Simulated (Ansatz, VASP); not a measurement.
Ti in VASP and in Ansatz

INCAR

```
SYSTEM = Ti
ALGO = Normal ; EDIFF = 1E-8
ENCUT = 400 ; GGA = PS
GGA_COMPAT = .FALSE. ; ISIF = 2
ISMEAR = -1 ; LASPH = .TRUE.
LCHARG = .FALSE. ; LEFG = .TRUE.
LREAL = .FALSE. ; LWAVE = .FALSE.
NBANDS = 19 ; NELM = 120
PREC = Accurate ; SIGMA = 0.05
```

File KPOINTS:

```
k-points
0
G
  11 11 6
  0 0 0
```

Contents of POSCAR:

```
Ti
1.0
    2.9500000000      0.0000000000      0.0000000000
   -1.4750000000      2.5547749412      0.0000000000
    0.0000000000      0.0000000000      4.6800000000
Ti
2
Direct
    0.3333333333      0.6666666667      0.2500000000
    0.6666666667      0.3333333333      0.7500000000
```

Input for Ansatz:

```yaml
crystal:
  lattice:
    - [2.95, 0.0, 0.0]
    - [-1.475, 2.5547749412, 0.0]
    - [0.0, 0.0, 4.68]
  atoms:
    - { symbol: Ti, position: [0.3333333333, 0.6666666667, 0.25] }
    - { symbol: Ti, position: [0.6666666667, 0.3333333333, 0.75] }
kpoints:
  mp_grid: { grid: [11, 11, 6] }
scf:
  occupations: { method: fermi_dirac, width: 0.05 }
hamiltonian:
  xc: pbesol
  pseudopotentials: { kind: paw }
output:
  forces: true
  stress: true
  populations: true
  efg: { quadrupole_moments_barn: { Ti: 0.247 }, contact_densities: true }
```

Alike in both runs: task electric field gradients; functional PBEsol; k mesh 11 × 11 × 6; occupations fermi-dirac, width 0.05 eV; no spin polarisation.

|  | VASP | Ansatz |
| --- | --- | --- |
| version | VASP 6.6.1 | Ansatz 0.2.0 |
| potentials or method | VASP PAW PBE potentials, release 64 (Ti_sv) | plane-wave PAW, scalar-relativistic |
| plane-wave cutoff (eV) | 400 | 420 |
| valence electrons in the cell | 24 | 24 |

Ansatz gave:

| Quantity | Value |
| --- | --- |
| pressure (GPa) | -5.7 |
| traceless stress, the component that is largest in VASP (GPa) | -0.20 |
| size of Vzz on the site where it differs most (V/Å²) | 18.6 |

Task: Estimate VASP's values.

Result: Pressure (GPa): -6.6; traceless stress, the component that is largest in VASP (GPa): -0.19; size of Vzz on the site where it differs most (V/Å²): 16.9.

VASP's potentials were made for PBE, not for PBEsol. With one functional, cell and mesh, what is left measures potentials, basis and numerics.
